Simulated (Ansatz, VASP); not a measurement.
# Li2ZnPdC6N6 in VASP and in Ansatz

```
CELL_PARAMETERS angstrom
0.00000 5.56967 5.56967
5.56967 0.00000 5.56967
5.56967 5.56967 0.00000
ATOMIC_POSITIONS crystal
Li 0.25000 0.25000 0.25000
Li 0.75000 0.75000 0.75000
Zn 0.00000 0.00000 0.00000
Pd 0.50000 0.50000 0.50000
C 0.80198 0.19802 0.19802
C 0.19802 0.80198 0.19802
C 0.19802 0.19802 0.80198
C 0.19802 0.80198 0.80198
C 0.80198 0.19802 0.80198
C 0.80198 0.80198 0.19802
N 0.69680 0.30320 0.30320
N 0.30320 0.69680 0.30320
N 0.30320 0.30320 0.69680
N 0.30320 0.69680 0.69680
N 0.69680 0.30320 0.69680
N 0.69680 0.69680 0.30320
```

Alike in both runs: functional PBE; k mesh 4 × 4 × 4; occupations gaussian, width 0.02 eV; collinear spin.

Ansatz relaxed the structure, and its values are those at the end. VASP's run is a single point on that final structure, the one shown.

|  | VASP | Ansatz |
| --- | --- | --- |
| version | VASP 6.6.1 | Ansatz 0.2.0 |
| potentials or method | VASP PAW PBE potentials, release 64 (Li_sv, Zn, Pd, C, N), cutoff 520 eV | scalar-relativistic, plane waves, PAW |
| valence electrons in the cell | 82 | 90 |

```tsv
	VASP	Ansatz	Ansatz less VASP
gap on the k mesh at the Fermi level (eV)	0.90	0.93	+0.026
least direct gap on the mesh (eV)	0.90	0.93	+0.026
rms of the force components (eV/Å)	0.197	0.001	-0.1969
net moment per atom (μB)	0.13	0.12	0.000
size of the moment on the site where the two differ most (μB)	1.34	1.28	-0.061
```

Site moments also hang on the region over which each program counts them. One of these differences is far larger than is usual between the two programs; its cause wasn't traced. With one functional, cell and mesh, what is left measures potentials, basis and numerics. VASP's potentials hold 82 valence electrons a cell and Ansatz's 90, so a difference there can come from the potentials and not from the codes.

Noted on VASP's run: the cutoff is under 1.25 times that of the potentials, so the pressure is a little rough; the standard files for N, O and F lose accuracy on very short bonds.
